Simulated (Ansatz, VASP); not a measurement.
Two plane-wave programs on BP

```
CELL_PARAMETERS angstrom
0.00000 2.29670 2.29670
2.29670 0.00000 2.29670
2.29670 2.29670 0.00000
ATOMIC_POSITIONS crystal
B 0.00000 0.00000 0.00000
P 0.25000 0.25000 0.25000
```

Alike in both runs: task single point; functional PBE; k mesh 10 × 10 × 10; occupations gaussian, width 0.02 eV; no spin polarisation.

```csv
,VASP,Ansatz
version,VASP 6.6.1,Ansatz 0.2.0
potentials or method,"VASP PAW PBE potentials, release 64 (B, P)","scalar-relativistic, plane waves"
plane-wave cutoff (eV),500,1116
valence electrons in the cell,8,8
```

```tsv
	VASP	Ansatz	Ansatz less VASP
gap on the k mesh at the Fermi level (eV)	1.29	1.29	+0.006
least direct gap on the mesh (eV)	3.35	3.35	+0.003
pressure (GPa)	-4.7	-4.5	+0.22
```

The functional is the same, so the differences come from potentials, cutoffs and numerics.
